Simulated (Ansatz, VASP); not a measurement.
**Two plane-wave programs on Ni**

```
Ni
1.0
     2.42785    0.00000    0.00000
    -1.21392    2.10258    0.00000
     0.00000    0.00000    3.97463
Ni
2
Direct
  0.33333 0.66667 0.25000
  0.66667 0.33333 0.75000
```

Alike in both runs: functional PBEsol; dispersion D3(BJ); k mesh 15 × 15 × 8; occupations fermi-dirac, width 0.15 eV; collinear spin.

Ansatz relaxed the structure, and its values are those at the end. VASP's run is a single point on that final structure, the one shown.

```csv
,VASP,Ansatz
version,VASP 6.6.1,Ansatz 0.2.0
potentials or method,"VASP PAW PBE potentials, release 64 (Ni)","plane waves, PAW"
plane-wave cutoff (eV),520,420
valence electrons in the cell,20,36
```

VASP gave:

| Item | Value |
| --- | --- |
| pressure (GPa) | -0.1 |
| net moment per atom (μB) | 0.56 |
| size of the moment on the site where the two differ most (μB) | 0.56 |

Which values does Ansatz return?

Pressure (GPa): 0.0; net moment per atom (μB): 0.58; size of the moment on the site where the two differ most (μB): 0.61.

VASP's potentials were made for PBE, not for PBEsol. Site moments also hang on the region over which each program counts them. VASP's potentials hold 20 valence electrons a cell and Ansatz's 36, so a difference there can come from the potentials and not from the codes. Ansatz's warnings: stress scf threshold loose.
